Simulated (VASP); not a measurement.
A run of VASP 6.6.1 is set up as follows.

Contents of POSCAR:

```
MoS2
1.0
    3.1841260822      0.0000000000      0.0000000000
   -1.5920630411      2.7575340760      0.0000000000
    0.0000000000      0.0000000000     17.3345999500
Mo S
1 2
Direct
    0.0000000000      0.0000000000      0.0000000000
    0.3333333333      0.6666666667      0.9105070200
    0.3333333333      0.6666666667      0.0894929800
```

File INCAR.step1:

```
SYSTEM = MoS2
ALGO = Normal
EDIFF = 1E-5
ENCUT = 520
GGA = PE
ISIF = 2
ISMEAR = -1
LASPH = .True.
LCHARG = .False.
LREAL = .False.
LWAVE = .True.
NBANDS = 20
NELM = 100
PREC = Accurate
SIGMA = 0.05
```

Contents of INCAR.step2:

```
SYSTEM = MoS2
AEXX = 0.2
AGGAC = 0.81
AGGAX = 0.72
ALDAC = 0.19
ALGO = Normal
EDIFF = 1E-6
ENCUT = 520
GGA = B3
ISIF = 2
ISMEAR = -1
ISTART = 1
LASPH = .True.
LCHARG = .False.
LHFCALC = .True.
LREAL = .False.
LWAVE = .False.
NBANDS = 20
NELM = 100
PREC = Accurate
PRECFOCK = Normal
SIGMA = 0.05
```

KPOINTS

```
k-points
0
Gamma
  5 5 1
  0 0 0
```

Potentials or basis: VASP PAW PBE potentials, release 64 (Mo_sv, S).

The run is started by

```console
$ cat potpaw_PBE.64/Mo_sv/POTCAR potpaw_PBE.64/S/POTCAR > POTCAR
$ cp INCAR.step1 INCAR
$ mpirun -np 1 vasp_std > vasp.out
$ cp INCAR.step2 INCAR
$ mpirun -np 1 vasp_std > vasp.out
```

(1) Predict the largest force.

(2) Estimate the band gap on the k mesh.

Results:

(1) 0.209 eV/Å.

(2) 2.99 eV (least direct gap 3.29 eV).

Caveat: the k points lie up to 0.46 Å⁻¹ apart; there is no dipole correction, which matters where the two faces differ; the PAW data sets were made with another functional, which shifts forces and pressure a little.
